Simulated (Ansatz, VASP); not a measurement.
# Rh in VASP and in Ansatz

Contents of INCAR:

```
PREC = Accurate ; ENCUT = 520
EDIFF = 1E-6 ; ISMEAR = 0
SIGMA = 0.15 ; LREAL = False
LASPH = True ; NELM = 80
ALGO = Fast ; ISIF = 2
LWAVE = False ; LCHARG = False
GGA = PS ; NBANDS = 22
```

Contents of KPOINTS:

```
regular mesh
0
Gamma
  18 18 12
```

File POSCAR:

```
Rh
1.0
    2.5944300901      0.0000000000      0.0000000000
   -1.2972150451      2.3650972278      0.0000000000
    0.0000000000      0.0000000000      4.4284890000
Rh
2
Direct
    0.6666666667      0.3333333333      0.7500000000
    0.3333333333      0.6666666667      0.2500000000
```

Input for Ansatz:

```yaml
crystal:
  lattice:
    - [2.5944300901, 0.0, 0.0]
    - [-1.2972150451, 2.3650972278, 0.0]
    - [0.0, 0.0, 4.428489]
  atoms:
    - { symbol: Rh, position: [0.6666666667, 0.3333333333, 0.75] }
    - { symbol: Rh, position: [0.3333333333, 0.6666666667, 0.25] }
basis:
  ecutwfc: 420
kpoints:
  mp_grid: { grid: [18, 18, 12] }
hamiltonian:
  xc: pbesol
scf:
  occupations: { method: gaussian, width: 0.15 }
output:
  forces: true
  stress: true
  eigenvalues: true
```

Change from the starting cell: strain -0.0500 x Voigt [1, 0, 0, 0, 0, 0], atoms carried along.

Alike in both runs: task single point; functional PBEsol; k mesh 18 × 18 × 12; occupations gaussian, width 0.15 eV; no spin polarisation.

```csv
,VASP,Ansatz
version,VASP 6.6.1,Ansatz 0.2.0
potentials or method,"VASP PAW PBE potentials, release 64 (Rh_pv), cutoff 520 eV","scalar-relativistic, plane waves, PAW"
valence electrons in the cell,30,34
```

Ansatz gave:

```
gap on the k mesh at the Fermi level (eV)                     : none
pressure (GPa)                                                : 0.1
traceless stress, the component that is largest in VASP (GPa) : 12.76
rms of the force components (eV/Å)                            : 0.064
```

Problem. Which values does VASP return?

Solution. gap on the k mesh at the Fermi level (eV): none; pressure (GPa): 0.0; traceless stress, the component that is largest in VASP (GPa): 12.74; rms of the force components (eV/Å): 0.064.

VASP's potentials were made for PBE, not for PBEsol. Atom by atom the forces differ by 0.000 eV/Å (rms over components). A gap of «none» marks a metal or a gap that the smearing closes. VASP's potentials hold 30 valence electrons a cell and Ansatz's 34, so a difference there can come from the potentials and not from the codes.
